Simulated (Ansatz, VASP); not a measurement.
Two plane-wave programs on CsHfS2

```
CELL_PARAMETERS angstrom
3.68161 0.00000 0.00000
-1.84081 3.18837 0.00000
0.00000 0.00000 8.44229
ATOMIC_POSITIONS crystal
Cs 0.66667 0.33333 0.50000
Hf 0.66667 0.33333 0.00000
S 0.00000 0.00000 0.18317
S 0.00000 0.00000 0.81683
```

Alike in both runs: functional PBE; k mesh 12 × 12 × 6; occupations gaussian, width 0.1 eV; no spin polarisation.

Ansatz relaxed the structure, and its values are those at the end. VASP's run is a single point on that final structure, the one shown.

```csv
,VASP,Ansatz
version,VASP 6.6.1,Ansatz 0.2.0
potentials or method,"VASP PAW PBE potentials, release 64 (Cs_sv, Hf_pv, S), cutoff 520 eV","scalar-relativistic, plane waves, PAW"
valence electrons in the cell,31,47
```

VASP gave:

| Quantity | Value |
| --- | --- |
| gap on the k mesh at the Fermi level (eV) | none |
| pressure (GPa) | -0.2 |
| rms of the force components (eV/Å) | 0.024 |

**Question.** What did Ansatz give for the same quantities?

**Answer.** gap on the k mesh at the Fermi level (eV): none; pressure (GPa): 0.0; rms of the force components (eV/Å): 0.003.

A gap of «none» marks a metal or a gap that the smearing closes. VASP's potentials hold 31 valence electrons a cell and Ansatz's 47, so a difference there can come from the potentials and not from the codes.

Neither program's run includes spin-orbit coupling.
